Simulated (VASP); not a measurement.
**B2O3: single point with PBE**

B2O3:

```xyz
15
Lattice="5.8498 0.0086 0.0958 0.0086 5.7194 0.0236 0.0958 0.0236 5.5610" Properties=species:S:1:pos:R:3 pbc="T T T"
B     2.3930    2.4738    2.8990
B     0.7736    4.2042    2.2065
B     4.4658    4.8386    2.8721
B     3.0666    0.6421    4.3909
B     4.9503    2.9581    1.4385
B     3.3197    1.2430    0.9652
O     2.3648    1.6128    1.7927
O     4.5617    1.8257    0.7582
O     2.6661    1.9159    4.1004
O     4.1107    3.5760    2.3678
O     5.7837    5.2405    2.7044
O     0.3235    3.5337    1.0965
O     1.6658    3.6611    3.0499
O     3.0198    0.1855    0.0923
O     3.5135    5.6358    3.3449
```

* Program: VASP 6.6.1
* Task: single point
* Functional: PBE
* Potentials or basis: VASP PAW PBE potentials, release 64 (B, O)
* Cutoff: 520 eV
* k mesh: 1 × 1 × 1
* Occupations: fermi-dirac, width 0.05 eV
* Spin: no spin polarisation
* Dipole correction: no
* Further INCAR settings: LREAL = Auto; ALGO = Normal; EDIFF = 1e-06; NBANDS = 49; ISYM = 0

- Pressure: 5.7 GPa
- Largest force: 1.682 eV/Å
- Band gap on the k mesh: 5.96 eV

Forces in eV/Å, atoms in the order of the input:
```
B   -0.617  0.229 -0.284
B   -0.507 -0.099  0.384
B    0.783  0.135 -0.326
B    0.445  0.319 -1.590
B    0.507  0.091 -0.842
B    0.055 -0.631 -1.024
O   -0.637  1.258  0.770
O   -0.139  0.537  0.610
O    0.248 -0.077  1.260
O    0.100 -0.589  0.041
O   -0.373  0.336  0.950
O   -0.406 -1.075 -0.770
O   -0.031  0.116 -0.557
O    0.136  0.148  0.878
O    0.437 -0.698  0.502
```

Stress tensor (GPa, compression positive):
```
 4.83 -1.83  1.59
-1.83  3.18  0.87
 1.59  0.87  8.94
```

Levels at points of the mesh, in eV from the valence-band top:
| k point | band 33 | band 34 | band 35 | band 36 | band 37 | band 38 | band 39 | band 40 |
| --- | --- | --- | --- | --- | --- | --- | --- | --- |
| (0.00, 0.00, 0.00) | -0.74 | -0.46 | -0.34 | 0.00 | 5.96 | 6.47 | 6.82 | 7.28 |

It took 45 s on 1 thread of Intel Xeon 8259CL, with other jobs on the host, peak memory 0.26 GiB.

Caveat: the k points lie up to 1.13 Å⁻¹ apart.
